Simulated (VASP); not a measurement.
# Ti8H2O17 in VASP: single point with PBEsol

Aim: the single point of Ti8H2O17 with PBEsol.

All numbers are computed with VASP 6.6.1; they aren't measurements. Logs are shortened: lines on timing, memory, paths and dates and some standing lists are left out, and cuts for length are marked.

## 1. The cell of the first run

The cell holds a slab with vacuum, 27 atoms: a = 6.497 Å, b = 5.916 Å, c = 16.232 Å, α = 90.00°, β = 90.00°, γ = 90.00°.

## 2. Single point, PBEsol

INCAR

```
SYSTEM = Ti8H2O17
PREC     = Accurate       ! precision mode
ENCUT    = 520            ! plane-wave cutoff, eV
EDIFF    = 1E-6           ! SCF threshold, eV
ISMEAR   = -1             ! smearing method
SIGMA    = 0.02           ! smearing width, eV
LREAL    = Auto         
LASPH    = .True.         ! aspherical terms in the spheres
NELM     = 80             ! most SCF steps
ALGO     = Normal         ! electronic algorithm
ISIF     = 2              ! what is computed and relaxed
LWAVE    = .False.        ! write WAVECAR
LCHARG   = .False.        ! write CHGCAR
GGA      = PS             ! functional
NBANDS   = 119            ! bands
```

KPOINTS

```
regular mesh
0
Gamma
  2 2 1
  0 0 0
```

POSCAR

```
Ti8H2O17
1.0
    6.4965150000      0.0000000000      0.0000000000
    0.0000000000      5.9162400000      0.0000000000
    0.0000000000      0.0000000000     16.2316440000
Ti O H
8 17 2
Direct
    0.0000000000      0.0000000000      0.0616081000
    0.5000000000      0.2500000000      0.0616081000
    0.4999895071      0.0005878782      0.2831825030
    0.0000622966      0.2500870040      0.2706124580
    0.0000000000      0.5000000000      0.0616081000
    0.5000000000      0.7500000000      0.0616081000
    0.5000077608      0.4994538350      0.2831768918
   -0.0001355068      0.7500050646      0.2706376081
    0.0000250627     -0.0001680397      0.1669512191
    0.1947000000      0.2500000000      0.0616081000
    0.5000000000      0.0000000000      0.1395343000
    0.8053000000      0.2500000000      0.0616081000
    0.5001285929      0.0033089454      0.3859033747
    0.7005753029      0.2500314471      0.2586934835
   -0.0000157461      0.0000449291      0.3335366788
    0.2994266065      0.2500385367      0.2586902916
    0.0000580526      0.5001575931      0.1669345776
    0.1947000000      0.7500000000      0.0616081000
    0.5000000000      0.5000000000      0.1395343000
    0.8053000000      0.7500000000      0.0616081000
    0.5001246303      0.4967240526      0.3858915564
    0.7002634865      0.7500084101      0.2593074388
    0.0000082893      0.5000240411      0.3335503303
    0.2998764852      0.7500020777      0.2593347367
    0.5005911915      0.7499934730      0.5148750300
    0.5007622575      0.6207069714      0.4743620247
    0.5007442803      0.8793152689      0.4743768449
```

Potentials or basis: VASP PAW PBE potentials, release 64 (Ti_sv, O, H).

Command:

```
cat potpaw_PBE.64/Ti_sv/POTCAR potpaw_PBE.64/O/POTCAR potpaw_PBE.64/H/POTCAR > POTCAR
mpirun -np 1 vasp_std > vasp.out
```

OUTCAR:

```text
SYSTEM = Ti8H2O17
   PREC = Accurate
   ENCUT = 520
   EDIFF = 1E-6
   ISMEAR = -1
   LREAL = Auto
   LASPH = .True.
   NELM = 80
   ISIF = 2
   GGA = PS

 ion  position               nearest neighbor table
   1  0.000  0.000  0.062-   9 1.71  10 1.95  12 1.95  18 1.95  20 1.95
   2  0.500  0.250  0.062-  11 1.95  19 1.95  12 1.98  10 1.98
   3  0.500  0.001  0.283-  13 1.67  16 2.01  14 2.01  24 2.01  22 2.01  11 2.33
   4  0.000  0.250  0.271-  23 1.80  15 1.80  16 1.95  14 1.96  17 2.24   9 2.24
   5  0.000  0.500  0.062-  17 1.71  12 1.95  10 1.95  18 1.95  20 1.95
   6  0.500  0.750  0.062-  11 1.95  19 1.95  18 1.98  20 1.98
   7  0.500  0.499  0.283-  21 1.67  14 2.01  16 2.01  24 2.01  22 2.01  19 2.33
   8  1.000  0.750  0.271-  23 1.80  15 1.80  22 1.96  24 1.96   9 2.24  17 2.24
   9  0.000  1.000  0.167-   1 1.71   8 2.24   4 2.24
  10  0.195  0.250  0.062-   1 1.95   5 1.95   2 1.98
  11  0.500  0.000  0.140-   2 1.95   6 1.95   3 2.33
  12  0.805  0.250  0.062-   1 1.95   5 1.95   2 1.98
  13  0.500  0.003  0.386-   3 1.67
  14  0.701  0.250  0.259-   4 1.96   7 2.01   3 2.01
  15  1.000  0.000  0.334-   8 1.80   4 1.80
  16  0.299  0.250  0.259-   4 1.95   7 2.01   3 2.01
  17  0.000  0.500  0.167-   5 1.71   8 2.24   4 2.24
  18  0.195  0.750  0.062-   1 1.95   5 1.95   6 1.98
  19  0.500  0.500  0.140-   2 1.95   6 1.95   7 2.33
  20  0.805  0.750  0.062-   1 1.95   5 1.95   6 1.98
  21  0.500  0.497  0.386-   7 1.67
  22  0.700  0.750  0.259-   8 1.96   7 2.01   3 2.01
  23  0.000  0.500  0.334-   8 1.80   4 1.80
  24  0.300  0.750  0.259-   8 1.96   7 2.01   3 2.01
  25  0.501  0.750  0.515-  26 1.01  27 1.01
  26  0.501  0.621  0.474-  25 1.01
  27  0.501  0.879  0.474-  25 1.01

  LATTYP: Found a simple orthorhombic cell.
 ALAT       =     5.9162400000
 B/A-ratio  =     1.0980817208
 C/A-ratio  =     2.7435742972

  Lattice vectors:

 A1 = (   0.0000000000,  -5.9162400000,   0.0000000000)
 A2 = (   6.4965150000,   0.0000000000,   0.0000000000)
 A3 = (   0.0000000000,   0.0000000000,  16.2316440000)

Analysis of symmetry for initial positions (statically):
=====================================================================
 Subroutine PRICEL returns:
 Original cell was already a primitive cell.

 Routine SETGRP: Setting up the symmetry group for a
 simple orthorhombic supercell.

 Subroutine GETGRP returns: Found  1 space group operations
 (whereof  1 operations were pure point group operations)
 out of a pool of  8 trial point group operations.

The static configuration has the point symmetry C_1 .

Analysis of symmetry for dynamics (positions and initial velocities):
=====================================================================
 Subroutine PRICEL returns:
 Original cell was already a primitive cell.

 Routine SETGRP: Setting up the symmetry group for a
 simple orthorhombic supercell.

 Subroutine GETGRP returns: Found  1 space group operations
 (whereof  1 operations were pure point group operations)
 out of a pool of  8 trial point group operations.

The dynamic configuration has the point symmetry C_1 .

 Subroutine INISYM returns: Found  1 space group operations
 (whereof  1 operations are pure point group operations),
 and found     1 'primitive' translations

----------------------------------------------------------------------------------------

                                     Primitive cell

  volume of cell :     623.8623

  direct lattice vectors                    reciprocal lattice vectors
     6.496515000  0.000000000  0.000000000     0.153928683  0.000000000  0.000000000
     0.000000000  5.916240000  0.000000000     0.000000000  0.169026273  0.000000000
     0.000000000  0.000000000 16.231644000     0.000000000  0.000000000  0.061608054

  length of vectors
     6.496515000  5.916240000 16.231644000     0.153928683  0.169026273  0.061608054

  position of ions in fractional coordinates (direct lattice)
     0.000000000  0.000000000  0.061608100
     0.500000000  0.250000000  0.061608100
     0.499989507  0.000587878  0.283182503
     0.000062297  0.250087004  0.270612458
     0.000000000  0.500000000  0.061608100
     0.500000000  0.750000000  0.061608100
[... 19 lines left out ...]
     0.500762257  0.620706971  0.474362025
     0.500744280  0.879315269  0.474376845

  ion indices of the primitive-cell ions
   primitive index   ion index
                 1           1
                 2           2
                 3           3
                 4           4
                 5           5
                 6           6
[... 19 lines left out ...]
                26          26
                27          27

----------------------------------------------------------------------------------------

 KPOINTS: regular mesh

Automatic generation of k-mesh.
 Grid dimensions read from file:
 generate k-points for:    2    2    1

 Generating k-lattice:

  Cartesian coordinates                     Fractional coordinates (reciprocal lattice)
     0.076964342  0.000000000  0.000000000     0.500000000  0.000000000  0.000000000
     0.000000000  0.084513137  0.000000000     0.000000000  0.500000000  0.000000000
     0.000000000  0.000000000  0.061608054     0.000000000  0.000000000  1.000000000

  Length of vectors
     0.076964342  0.084513137  0.061608054

  Shift w.r.t. Gamma in fractional coordinates (k-lattice)
     0.000000000  0.000000000  0.000000000

 Subroutine IBZKPT returns following result:
 ===========================================

 Found      4 irreducible k-points:

 Following reciprocal coordinates:
            Coordinates               Weight
  0.000000  0.000000  0.000000      1.000000
  0.500000  0.000000  0.000000      1.000000
  0.000000  0.500000  0.000000      1.000000
  0.500000  0.500000  0.000000      1.000000
   k-points           NKPTS =      4   k-points in BZ     NKDIM =      4   number of bands    NBANDS=    119
   number of dos      NEDOS =    301   number of ions     NIONS =     27
   total plane-waves  NPLWV = 290304
   dimension x,y,z NGX =    48 NGY =   48 NGZ =  126
   dimension x,y,z NGXF=    96 NGYF=   96 NGZF=  252
   ions per type =               8  17   2
   NGX,Y,Z   is equivalent  to a cutoff of  12.28, 13.49, 12.91 a.u.
   NGXF,Y,Z  is equivalent  to a cutoff of  24.57, 26.98, 25.81 a.u.
 SYSTEM =  Ti8H2O17
   PREC   = accura    normal or accurate (medium, high low for compatibility)
   ISTART =      0    job   : 0-new  1-cont  2-samecut
   ICHARG =      2    charge: 1-file 2-atom 10-const
   ISPIN  =      1    spin polarized calculation?
   LNONCOLLINEAR =      F non collinear calculations
   LSORBIT =      F    spin-orbit coupling
   LASPH  =      T    aspherical Exc in radial PAW
   ENCUT  =  520.0 eV  38.22 Ry    6.18 a.u.  12.08 11.00 30.18*2*pi/ulx,y,z
   NELM   =     80;   NELMIN=  2; NELMDL= -5     # of ELM steps
   EDIFF  = 0.1E-05   stopping-criterion for ELM
   LREAL  =      T    real-space projection
   EDIFFG = 0.1E-04   stopping-criterion for IOM
   NSW    =      0    number of steps for IOM
   IBRION =     -1    ionic relax: 0-MD 1-quasi-New 2-CG
   NFREE  =      0    steps in history (QN), initial steepest desc. (CG)
   ISIF   =      2    stress and relaxation
   ISYM   =      2    0-nonsym 1-usesym 2-fastsym
   POTIM  = 0.5000    time-step for ionic-motion
   TEBEG  =    0.0;   TEEND  =   0.0 temperature during run
   PSTRESS=    0.0 pullay stress
   NELECT =     200.0000    total number of electrons
   NUPDOWN=      -1.0000    fix difference up-down
   EMIN   =  10.00;   EMAX   =-10.00  energy-range for DOS
   EFERMI =   0.00;   METHOD = LEGACY
   ISMEAR =    -1;   SIGMA  =   0.02  broadening in eV -4-tet -1-fermi 0-gaus
   EFERMI_NEDOS =   21; number of points for ismear=-14 and -15
   IALGO  =     38    algorithm
   IMIX   =      4    mixing-type and parameters
     AMIX     =   0.40;   BMIX     =  1.00
     AMIX_MAG =   1.60;   BMIX_MAG =  1.00
  volume/ion in A,a.u.               =      23.11       155.93
  Fermi-wavevector in a.u.,A,eV,Ry     =   1.120440  2.117324 17.080559  1.255386
  Thomas-Fermi vector in A             =   2.257086
   LORBIT       =      0    0 simple, 1 ext, 2 COOP (PROOUT), +10 PAW based schemes
   GGA     = PS    functional components
   LHFCALC =     F    Hartree Fock is set to
   AEXX    =    0.0000 exact exchange contribution
   IVDW    =     0    specifies the selected vdW correction
   LEPSILON=     F    determine dielectric tensor
   LRPA    =     F    only Hartree local field effects (RPA)
 non-spin polarized calculation
  energy-cutoff  :      520.00
  volume of cell :      623.86
 maximum number of plane-waves:     16876
   NGX = 25   NGY = 23   NGZ = 61

 number of electron     199.9999928 magnetization

 Free energy of the ion-electron system (eV)
  ---------------------------------------------------
  ext. energy  EPLUGINS =         0.00000000
  ---------------------------------------------------
  free energy    TOTEN  =      -224.86222346 eV

  energy without entropy =     -224.82950812  energy(sigma->0) =     -224.84586579

 E-fermi :  -1.2705     XC(G=0):  -5.9831

 val. band max:       -1.3072738898   @ k =   0.0000   0.0000   0.0000
 cond. band min:      -1.2698583022   @ k =   0.5000   0.0000   0.0000
 fundamental gap:      0.0374155876
 Fermi energy:        -1.2704722804

 k-point     1 :       0.0000    0.0000    0.0000
  band No.  band energies     occupation
      1     -59.4434      2.00000
      2     -59.4053      2.00000
      3     -58.8720      2.00000
      4     -58.8282      2.00000
      5     -57.4208      2.00000
      6     -57.3749      2.00000
[... 104 lines left out ...]
    111       0.7647      0.00000
    112       0.7986      0.00000

 k-point     2 :       0.5000    0.0000    0.0000
  band No.  band energies     occupation
      1     -59.4434      2.00000
      2     -59.4053      2.00000
      3     -58.8720      2.00000
      4     -58.8282      2.00000
      5     -57.4208      2.00000
      6     -57.3749      2.00000
[... 104 lines left out ...]
    111       0.7508      0.00000
    112       0.9229      0.00000

 k-point     3 :       0.0000    0.5000    0.0000
  band No.  band energies     occupation
      1     -59.4269      2.00000
      2     -59.4220      2.00000
      3     -58.8501      2.00000
      4     -58.8501      2.00000
      5     -57.3995      2.00000
      6     -57.3964      2.00000
[... 104 lines left out ...]
    111       0.7162      0.00000
    112       0.7183      0.00000

 k-point     4 :       0.5000    0.5000    0.0000
  band No.  band energies     occupation
      1     -59.4268      2.00000
      2     -59.4220      2.00000
      3     -58.8502      2.00000
      4     -58.8502      2.00000
      5     -57.3995      2.00000
      6     -57.3964      2.00000
[... 104 lines left out ...]
    111       0.8870      0.00000
    112       0.8899      0.00000
 [bands above 112 left out]

------------------------ aborting loop because EDIFF is reached ----------------------------------------

  FORCE on cell =-STRESS in cart. coord.  units (eV):
  Direction    XX          YY          ZZ          XY          YZ          ZX
  --------------------------------------------------------------------------------------
  -------------------------------------------------------------------------------------
  Total       -7.7346418      5.8018140    -10.1338654     -0.0006401     -0.0013248     -0.0037667
  in kB      -19.8637871     14.8999785    -26.0253738     -0.0016440     -0.0034023     -0.0096735
  external PRESSURE =     -10.3297275 kB  Pullay stress =       0.0000000 kB

 VOLUME and BASIS-vectors are now :
 -----------------------------------------------------------------------------
  energy-cutoff  :      520.00
  volume of cell :      623.86
      direct lattice vectors                 reciprocal lattice vectors
     6.496515000  0.000000000  0.000000000     0.153928683  0.000000000  0.000000000
     0.000000000  5.916240000  0.000000000     0.000000000  0.169026273  0.000000000
     0.000000000  0.000000000 16.231644000     0.000000000  0.000000000  0.061608054

 POSITION                                       TOTAL-FORCE (eV/Angst)
 -----------------------------------------------------------------------------------
      0.00000      0.00000      1.00000         0.000653     -0.004401      3.634005
      3.24826      1.47906      1.00000         0.000184     -0.000086      5.472489
      3.24819      0.00348      4.59652         0.000786     -0.004749     -0.243608
      0.00040      1.47957      4.39249         0.000513     -0.012050     -0.110959
      0.00000      2.95812      1.00000         0.000942      0.004471      3.625524
      3.24826      4.43718      1.00000        -0.000666      0.000328      5.411413
[... 19 lines left out ...]
      3.25321      3.67225      7.69968        -0.001510     -0.114972     -0.056899
      3.25309      5.20224      7.69992        -0.001388      0.114775     -0.056802
 -----------------------------------------------------------------------------------
    total drift:                                0.004044     -0.002974      0.024611

  FREE ENERGIE OF THE ION-ELECTRON SYSTEM (eV)
  ---------------------------------------------------
  free  energy   TOTEN  =      -224.8622234617 eV

  energy  without entropy=     -224.8295081194  energy(sigma->0) =     -224.84586579
```

Run time: 14 min. Hardware: 1 thread of Intel Xeon 6975P-C (Granite Rapids), shared host; peak memory 0.71 GiB.

What came out:

* Free energy: -224.8622 eV
* Largest force: 5.472 eV/Å
* Band gap on the k mesh: 0.01 eV

Forces on the atoms (eV/Å):
```
Ti   0.001 -0.004  3.634
Ti   0.000  0.000  5.472
Ti   0.001 -0.005 -0.244
Ti   0.001 -0.012 -0.111
Ti   0.001  0.004  3.626
Ti  -0.001  0.000  5.411
Ti   0.000  0.004 -0.247
Ti   0.006  0.010 -0.105
O    0.000 -0.001  0.169
O    1.838  0.000 -2.581
O    0.000  0.006 -4.102
O   -1.838  0.000 -2.580
O    0.000 -0.008  0.266
O    0.004 -0.001 -0.003
O    0.001 -0.004  0.121
O   -0.002 -0.001 -0.002
O   -0.001  0.001  0.181
O    1.840  0.000 -2.588
O    0.000 -0.005 -4.103
O   -1.840  0.000 -2.587
O    0.000  0.008  0.272
O    0.001  0.001  0.000
O    0.000  0.004  0.125
O   -0.009  0.002  0.001
O    0.003  0.000  0.086
H   -0.002 -0.115 -0.057
H   -0.001  0.115 -0.057
```

Caveat: the k points lie up to 0.53 Å⁻¹ apart; the smearing spreads over this small gap; there is no dipole correction, which matters where the two faces differ; semilocal functionals underestimate gaps, and a narrow one can read as zero; the PAW data sets were made with another functional, which shifts forces and pressure a little.

The gap in the log of VASP goes by the Fermi energy; the results here count the filled bands.